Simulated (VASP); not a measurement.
Set up this calculation in VASP 6.6.1, as the native input.

- Task: single point
- Functional: r2SCAN
- Potentials or basis: VASP PAW PBE potentials, release 64 (Al, Cu)
- Cutoff: 520 eV
- k mesh: 12 × 12 × 12
- Occupations: gaussian, width 0.1 eV
- Spin: no spin polarisation
- Dipole correction: no
- Further INCAR settings: ALGO = Normal; EDIFF = 1e-07; NBANDS = 26

AlCu3:

```
Al Cu
1.0
     3.52911    0.00000    0.00000
     0.00000    3.52911    0.00000
     0.00000    0.00000    3.52911
Al Cu
1 3
Direct
  0.00000 0.00000 0.00000
  0.50000 0.50000 0.00000
  0.50000 0.00000 0.50000
  0.00000 0.50000 0.50000
```

The input as run:

POSCAR

```
AlCu3
1.0
    3.5291097940      0.0000000000      0.0000000000
    0.0000000000      3.5291097940      0.0000000000
    0.0000000000      0.0000000000      3.5291097940
Al Cu
1 3
Direct
    0.0000000000      0.0000000000      0.0000000000
    0.5000000000      0.5000000000      0.0000000000
    0.5000000000      0.0000000000      0.5000000000
    0.0000000000      0.5000000000      0.5000000000
```

INCAR.step1

```
SYSTEM = AlCu3
ALGO = Normal
EDIFF = 1E-4
ENCUT = 520
GGA = PE
ISMEAR = 0
LASPH = .True.
LCHARG = .False.
LREAL = .False.
LWAVE = .True.
NBANDS = 26
NELM = 60
PREC = Accurate
SIGMA = 0.1
```

INCAR.step2

```
SYSTEM = AlCu3
ALGO = Normal
EDIFF = 1E-7
ENCUT = 520
ISIF = 2
ISMEAR = 0
ISTART = 1
LASPH = .True.
LCHARG = .False.
LMIXTAU = .True.
LREAL = .False.
LWAVE = .False.
METAGGA = R2SCAN
NBANDS = 26
NELM = 60
PREC = Accurate
SIGMA = 0.1
```

KPOINTS

```
k-points
0
Gamma
  12 12 12
  0 0 0
```

Potentials or basis: VASP PAW PBE potentials, release 64 (Al, Cu).

Run with:

```sh
$ cat potpaw_PBE.64/Al/POTCAR potpaw_PBE.64/Cu/POTCAR > POTCAR
$ cp INCAR.step1 INCAR
$ mpirun -np 1 vasp_std > vasp.out
$ cp INCAR.step2 INCAR
$ mpirun -np 1 vasp_std > vasp.out
```

Results of the run:

| Item | Value |
| --- | --- |
| Pressure | 17.9 GPa |
| Band gap on the k mesh | zero (bands 18 and 19 overlap by 6.21 eV) |

Caveat: the cell stands under pressure; the PAW data sets were made with another functional, which shifts forces and pressure a little.

Run time: 3.3 min on 1 thread of Intel(R) Xeon(R) Platinum 8559C (Emerald Rapids), on a shared host, peak memory 0.22 GiB.
